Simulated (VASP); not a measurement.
Runs of VASP 6.6.1 on AlAs2. The structure is that of space group Fm-3m (No. 225), or close to it. The cells are those of the table. 

```csv
task,cell,k mesh,cutoff (eV),gap on the mesh (eV),pressure (GPa)
single point,"a = 4.280 Å, angles 60.0°, 3 atoms",6 × 6 × 6,520,none,(a)
single point,"a = 4.413 Å, angles 60.0°, 3 atoms",14 × 14 × 14,520,none,-0.1
relaxation of cell and atoms,"relaxed from a = 4.280 Å, angles 60.0°, 3 atoms",6 × 6 × 6,600,none,0.0
single point,"a = 4.411 Å, angles 60.0°, 3 atoms",6 × 6 × 6,520,none,-0.2
```

Alike in all rows: level r2SCAN; potentials or basis VASP PAW PBE potentials, release 64 (Al, As); no spin polarisation; smearing gaussian 0.1 eV.

Q: Estimate the missing entries.

A: (a) 8.1.

Caveats: the PAW data sets were made with another functional, which shifts forces and pressure a little.

A k mesh can miss the band edges, and the runs leave out spin-orbit coupling on As.

A gap of «none» marks levels without a gap at the run's occupations.
